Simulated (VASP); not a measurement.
# NaF (Fm-3m) in VASP: further runs

The runs below take NaF through single point, with r2SCAN, HSE06.

Program: VASP 6.6.1. These are calculated values, not measurements. Logs are shortened: lines on timing, memory, paths and dates and some standing lists are left out, and cuts for length are marked.

### 1 The cell of the first run

It takes space group Fm-3m (No. 225, cubic). Conventional cell: a = 4.682 Å, b = 4.682 Å, c = 4.682 Å, α = 90.00°, β = 90.00°, γ = 90.00°. Within 3.1 Å of Na (site symmetry m-3m) lie 6 F at 2.34 Å. F (site symmetry m-3m) has 6 Na at 2.34 Å within 3.1 Å.

### 2 Single point, r2SCAN (strain +1.9%)

The input, POSCAR:

```
NaF
1.0
    0.0000000000      2.3411190982      2.3411190982
    2.3411190982      0.0000000000      2.3411190982
    2.3411190982      2.3411190982      0.0000000000
Na F
1 1
Direct
    0.0000000000      0.0000000000      0.0000000000
    0.5000000000      0.5000000000      0.5000000000
```

The input, INCAR.step1:

```
ALGO     = Normal         # electronic algorithm
EDIFF    = 1E-4           # SCF threshold, eV
ENCUT    = 520            # plane-wave cutoff, eV
GGA      = PE             # functional
ISMEAR   = 0              # smearing method
LASPH    = T              # aspherical terms in the spheres
LCHARG   = F              # write CHGCAR
LREAL    = F              # projectors in reciprocal space
LWAVE    = T              # write WAVECAR
NBANDS   = 14             # bands
NELM     = 60             # most SCF steps
PREC     = Accurate       # precision mode
SIGMA    = 0.01           # smearing width, eV
```

The input, INCAR.step2:

```
ALGO     = Normal         # electronic algorithm
EDIFF    = 1E-6           # SCF threshold, eV
ENCUT    = 520            # plane-wave cutoff, eV
ISIF     = 2              # what is computed and relaxed
ISMEAR   = 0              # smearing method
ISTART   = 1            
LASPH    = T              # aspherical terms in the spheres
LCHARG   = F              # write CHGCAR
LMIXTAU  = T            
LREAL    = F              # projectors in reciprocal space
LWAVE    = F              # write WAVECAR
METAGGA  = R2SCAN         # meta-GGA
NBANDS   = 14             # bands
NELM     = 60             # most SCF steps
PREC     = Accurate       # precision mode
SIGMA    = 0.01           # smearing width, eV
```

The input, KPOINTS:

```
k-points
0
Gamma
  10 10 10
```

Potentials or basis: VASP PAW PBE potentials, release 64 (Na_pv, F).

Run with:

```console
cat potpaw_PBE.64/Na_pv/POTCAR potpaw_PBE.64/F/POTCAR > POTCAR
cp INCAR.step1 INCAR
mpirun -np 1 vasp_std > vasp.out
cp INCAR.step2 INCAR
mpirun -np 1 vasp_std > vasp.out
```

OUTCAR:

```text
EDIFF = 1E-6
   ENCUT = 520
   ISIF = 2
   ISMEAR = 0
   ISTART = 1
   LASPH = T
   LREAL = F
   METAGGA = R2SCAN
   NELM = 60
   PREC = Accurate

 ion  position               nearest neighbor table
   1  0.000  0.000  0.000-   2 2.34   2 2.34   2 2.34   2 2.34   2 2.34   2 2.34
   2  0.500  0.500  0.500-   1 2.34   1 2.34   1 2.34   1 2.34   1 2.34   1 2.34

  LATTYP: Found a face centered cubic cell.
 ALAT       =     4.6822381964

  Lattice vectors:

 A1 = (   0.0000000000,   2.3411190982,   2.3411190982)
 A2 = (   2.3411190982,   0.0000000000,   2.3411190982)
 A3 = (   2.3411190982,   2.3411190982,   0.0000000000)

Analysis of symmetry for initial positions (statically):
=====================================================================
 Subroutine PRICEL returns:
 Original cell was already a primitive cell.

 Routine SETGRP: Setting up the symmetry group for a
 face centered cubic supercell.

 Subroutine GETGRP returns: Found 48 space group operations
 (whereof 48 operations were pure point group operations)
 out of a pool of 48 trial point group operations.

The static configuration has the point symmetry O_h .

Analysis of symmetry for dynamics (positions and initial velocities):
=====================================================================
 Subroutine PRICEL returns:
 Original cell was already a primitive cell.

 Routine SETGRP: Setting up the symmetry group for a
 face centered cubic supercell.

 Subroutine GETGRP returns: Found 48 space group operations
 (whereof 48 operations were pure point group operations)
 out of a pool of 48 trial point group operations.

The dynamic configuration has the point symmetry O_h .

 Subroutine INISYM returns: Found 48 space group operations
 (whereof 48 operations are pure point group operations),
 and found     1 'primitive' translations

----------------------------------------------------------------------------------------

                                     Primitive cell

  volume of cell :      25.6626

  direct lattice vectors                    reciprocal lattice vectors
     0.000000000  2.341119098  2.341119098    -0.213573073  0.213573073  0.213573073
     2.341119098  0.000000000  2.341119098     0.213573073 -0.213573073  0.213573073
     2.341119098  2.341119098  0.000000000     0.213573073  0.213573073 -0.213573073

  length of vectors
     3.310842380  3.310842380  3.310842380     0.369919414  0.369919414  0.369919414

  position of ions in fractional coordinates (direct lattice)
     0.000000000  0.000000000  0.000000000
     0.500000000  0.500000000  0.500000000

  ion indices of the primitive-cell ions
   primitive index   ion index
                 1           1
                 2           2

----------------------------------------------------------------------------------------

 KPOINTS: k-points

Automatic generation of k-mesh.
 Grid dimensions read from file:
 generate k-points for:   10   10   10

 Generating k-lattice:

  Cartesian coordinates                     Fractional coordinates (reciprocal lattice)
    -0.021357307  0.021357307  0.021357307     0.100000000  0.000000000  0.000000000
     0.021357307 -0.021357307  0.021357307     0.000000000  0.100000000  0.000000000
     0.021357307  0.021357307 -0.021357307     0.000000000  0.000000000  0.100000000

  Length of vectors
     0.036991941  0.036991941  0.036991941

  Shift w.r.t. Gamma in fractional coordinates (k-lattice)
     0.000000000  0.000000000  0.000000000

 Subroutine IBZKPT returns following result:
 ===========================================

 Found     47 irreducible k-points:

 Following reciprocal coordinates:
            Coordinates               Weight
  0.000000  0.000000  0.000000      1.000000
  0.100000  0.000000  0.000000      8.000000
  0.200000  0.000000  0.000000      8.000000
  0.300000  0.000000  0.000000      8.000000
  0.400000  0.000000  0.000000      8.000000
  0.500000  0.000000  0.000000      4.000000
[... 16 lines left out ...]
  0.300000  0.300000  0.000000      6.000000
  0.400000  0.300000  0.000000     24.000000
 [... further k-points ...]
   k-points           NKPTS =     47   k-points in BZ     NKDIM =     47   number of bands    NBANDS=     14
   number of dos      NEDOS =    301   number of ions     NIONS =      2
   total plane-waves  NPLWV =  21952
   dimension x,y,z NGX =    28 NGY =   28 NGZ =   28
   dimension x,y,z NGXF=    56 NGYF=   56 NGZF=   56
   ions per type =               1   1
   NGX,Y,Z   is equivalent  to a cutoff of  14.06, 14.06, 14.06 a.u.
   NGXF,Y,Z  is equivalent  to a cutoff of  28.12, 28.12, 28.12 a.u.
 SYSTEM =  unknown system
   PREC   = accura    normal or accurate (medium, high low for compatibility)
   ISTART =      1    job   : 0-new  1-cont  2-samecut
   ICHARG =      0    charge: 1-file 2-atom 10-const
   ISPIN  =      1    spin polarized calculation?
   LNONCOLLINEAR =      F non collinear calculations
   LSORBIT =      F    spin-orbit coupling
   LASPH  =      T    aspherical Exc in radial PAW
   ENCUT  =  520.0 eV  38.22 Ry    6.18 a.u.   6.16  6.16  6.16*2*pi/ulx,y,z
   NELM   =     60;   NELMIN=  2; NELMDL=  0     # of ELM steps
   EDIFF  = 0.1E-05   stopping-criterion for ELM
   LREAL  =      F    real-space projection
   EDIFFG = 0.1E-04   stopping-criterion for IOM
   NSW    =      0    number of steps for IOM
   IBRION =     -1    ionic relax: 0-MD 1-quasi-New 2-CG
   NFREE  =      0    steps in history (QN), initial steepest desc. (CG)
   ISIF   =      2    stress and relaxation
   ISYM   =      2    0-nonsym 1-usesym 2-fastsym
   POTIM  = 0.5000    time-step for ionic-motion
   TEBEG  =    0.0;   TEEND  =   0.0 temperature during run
   PSTRESS=    0.0 pullay stress
   NELECT =      14.0000    total number of electrons
   NUPDOWN=      -1.0000    fix difference up-down
   EMIN   =  10.00;   EMAX   =-10.00  energy-range for DOS
   EFERMI =   0.00;   METHOD = LEGACY
   ISMEAR =     0;   SIGMA  =   0.01  broadening in eV -4-tet -1-fermi 0-gaus
   EFERMI_NEDOS =   21; number of points for ismear=-14 and -15
   IALGO  =     38    algorithm
   IMIX   =      4    mixing-type and parameters
     AMIX     =   0.40;   BMIX     =  1.00
     AMIX_MAG =   1.60;   BMIX_MAG =  1.00
  volume/ion in A,a.u.               =      12.83        86.59
  Fermi-wavevector in a.u.,A,eV,Ry     =   1.337675  2.527840 24.345923  1.789375
  Thomas-Fermi vector in A             =   2.466205
   LORBIT       =      0    0 simple, 1 ext, 2 COOP (PROOUT), +10 PAW based schemes
   METAGGA = R2SCAN    functional components
   LHFCALC =     F    Hartree Fock is set to
   AEXX    =    0.0000 exact exchange contribution
   IVDW    =     0    specifies the selected vdW correction
   LEPSILON=     F    determine dielectric tensor
   LRPA    =     F    only Hartree local field effects (RPA)
 non-spin polarized calculation
 Gauss-broadening in eV      SIGMA  =   0.01
  energy-cutoff  :      520.00
  volume of cell :       25.66
 maximum number of plane-waves:       701
 NGX is ok and might be reduce to    28
   NGX = 13   NGY = 13   NGZ = 13

 number of electron      14.0000005 magnetization

 Free energy of the ion-electron system (eV)
  ---------------------------------------------------
  ext. energy  EPLUGINS =         0.00000000
  ---------------------------------------------------
  free energy    TOTEN  =       -12.58664348 eV

  energy without entropy =      -12.58664348  energy(sigma->0) =      -12.58664348

 E-fermi :  -2.7787     XC(G=0):  -9.6094

 val. band max:       -2.8509865137   @ k =   0.0000   0.0000   0.0000
 cond. band min:       4.1481032952   @ k =   0.0000   0.0000   0.0000
 fundamental gap:      6.9990898089
 Fermi energy:        -2.7786837543

 k-point     1 :       0.0000    0.0000    0.0000
  band No.  band energies     occupation
      1     -23.0980      2.00000
      2     -22.4468      2.00000
      3     -22.4465      2.00000
      4     -22.4465      2.00000
      5      -2.8510      2.00000
      6      -2.8510      2.00000
      7      -2.8510      2.00000
      8       4.1481      0.00000
      9      16.7073      0.00000
     10      16.7073      0.00000
     11      16.7073      0.00000
     12      19.2763      0.00000
     13      21.8769      0.00000
     14      21.8769      0.00000

 k-point     2 :       0.1000    0.0000    0.0000
  band No.  band energies     occupation
      1     -23.1583      2.00000
      2     -22.4477      2.00000
      3     -22.4474      2.00000
      4     -22.3748      2.00000
      5      -3.0295      2.00000
      6      -2.8753      2.00000
      7      -2.8752      2.00000
      8       4.4938      0.00000
      9      15.3937      0.00000
     10      16.8743      0.00000
     11      16.8744      0.00000
     12      20.8040      0.00000
     13      21.5395      0.00000
     14      21.5395      0.00000

 k-point     3 :       0.2000    0.0000    0.0000
  band No.  band energies     occupation
      1     -23.2785      2.00000
      2     -22.4503      2.00000
      3     -22.4500      2.00000
      4     -22.2241      2.00000
      5      -3.4478      2.00000
      6      -2.9381      2.00000
      7      -2.9381      2.00000
      8       5.3977      0.00000
      9      13.6592      0.00000
     10      17.3123      0.00000
     11      17.3126      0.00000
     12      20.9605      0.00000
     13      20.9605      0.00000
     14      22.2716      0.00000
[... 324 lines left out ...]
 k-point    23 :       0.3000    0.3000    0.0000
  band No.  band energies     occupation
      1     -23.2039      2.00000
      2     -22.4759      2.00000
      3     -22.4757      2.00000
      4     -22.2477      2.00000
      5      -3.8488      2.00000
      6      -3.1140      2.00000
      7      -3.1140      2.00000
      8       7.3878      0.00000
      9      12.0404      0.00000
     10      15.9315      0.00000
     11      17.4923      0.00000
     12      17.4925      0.00000
     13      23.5730      0.00000
     14      24.1337      0.00000

 k-point    24 :       0.4000    0.3000    0.0000
  band No.  band energies     occupation
      1     -23.1703      2.00000
      2     -22.4872      2.00000
      3     -22.4804      2.00000
      4     -22.2656      2.00000
      5      -3.9591      2.00000
      6      -3.2162      2.00000
      7      -3.1642      2.00000
      8       8.4013      0.00000
      9      11.5128      0.00000
     10      14.7851      0.00000
     11      17.5728      0.00000
     12      17.6685      0.00000
     13      23.3163      0.00000
     14      24.4985      0.00000

 [... further k-points ...]
[... 5 lines left out ...]
  --------------------------------------------------------------------------------------
  -------------------------------------------------------------------------------------
  Total       -0.5198311     -0.5198311     -0.5198311      0.0000000      0.0000000      0.0000000
  in kB      -32.4543058    -32.4543058    -32.4543058      0.0000000      0.0000000      0.0000000
  external PRESSURE =     -32.4543058 kB  Pullay stress =       0.0000000 kB

 VOLUME and BASIS-vectors are now :
 -----------------------------------------------------------------------------
  energy-cutoff  :      520.00
  volume of cell :       25.66
      direct lattice vectors                 reciprocal lattice vectors
     0.000000000  2.341119098  2.341119098    -0.213573073  0.213573073  0.213573073
     2.341119098  0.000000000  2.341119098     0.213573073 -0.213573073  0.213573073
     2.341119098  2.341119098  0.000000000     0.213573073  0.213573073 -0.213573073

 POSITION                                       TOTAL-FORCE (eV/Angst)
 -----------------------------------------------------------------------------------
      0.00000      0.00000      0.00000         0.000000      0.000000      0.000000
      2.34112      2.34112      2.34112        -0.000000     -0.000000     -0.000000
 -----------------------------------------------------------------------------------
    total drift:                                0.000000      0.000000      0.000000

  FREE ENERGIE OF THE ION-ELECTRON SYSTEM (eV)
  ---------------------------------------------------
  free  energy   TOTEN  =       -12.5866434819 eV

  energy  without entropy=      -12.5866434819  energy(sigma->0) =      -12.58664348
```

Run time: 2.7 min. Hardware: 1 thread of Intel Xeon 8259CL, shared host; peak memory 0.16 GiB.

Results:

```
Free energy            : -12.5866 eV
Pressure               : -3.2 GPa
Band gap on the k mesh : 7.00 eV
```

Caveat: the cell differs from its parent crystal (strain +1.9%); the cell stands under tension; the PAW data sets were made with another functional, which shifts forces and pressure a little. A k mesh can miss the band edges.

### 3 Single point, HSE06 (strain +1.9%)

POSCAR is that of step 2.

The input, INCAR.step1:

```
SYSTEM = NaF
PREC = Accurate
ENCUT = 520
EDIFF = 1E-5
ISMEAR = 0
SIGMA = 0.01
LREAL = .FALSE.
LASPH = .TRUE.
NELM = 100
ALGO = Normal
ISIF = 2
LWAVE = .TRUE.
LCHARG = .FALSE.
NBANDS = 14
GGA = PE
```

The input, INCAR.step2:

```
SYSTEM = NaF
PREC = Accurate
ENCUT = 520
EDIFF = 1E-7
ISMEAR = 0
SIGMA = 0.01
LREAL = .FALSE.
LASPH = .TRUE.
NELM = 100
ALGO = Normal
ISIF = 2
LWAVE = .FALSE.
LCHARG = .FALSE.
GGA = PE
LHFCALC = .TRUE.
HFSCREEN = 0.2079
PRECFOCK = Normal
NBANDS = 14
ISTART = 1
```

The input, KPOINTS:

```
regular mesh
0
G
  6 6 6
  0 0 0
```

Potentials or basis: VASP PAW PBE potentials, release 64 (Na_pv, F).

Run with:

```console
cat potpaw_PBE.64/Na_pv/POTCAR potpaw_PBE.64/F/POTCAR > POTCAR
cp INCAR.step1 INCAR
mpirun -np 1 vasp_std > vasp.out
cp INCAR.step2 INCAR
mpirun -np 1 vasp_std > vasp.out
```

Run time: 32 min. Hardware: 1 thread of Intel Xeon 8259CL, shared host; peak memory 0.26 GiB.

The run converged. Its results:

```yaml
Free_energy: -10.3114 eV
Pressure: -1.2 GPa
Band_gap_on_the_k_mesh: 8.27 eV
```

Levels at points of the mesh, in eV from the valence-band top:
| k point | band 5 | band 6 | band 7 | band 8 | band 9 | band 10 |
| --- | --- | --- | --- | --- | --- | --- |
| (0.00, 0.00, 0.00) | 0.00 | 0.00 | 0.00 | 8.27 | 21.11 | 21.11 |
| (0.50, 0.00, 0.00) | -1.55 | -0.25 | -0.25 | 12.78 | 14.54 | 22.19 |
| (0.50, 0.50, 0.00) | -1.27 | -0.41 | -0.41 | 15.23 | 15.35 | 15.65 |

Caveat: the cell differs from its parent crystal (strain +1.9%); the PAW data sets were made with another functional, which shifts forces and pressure a little.
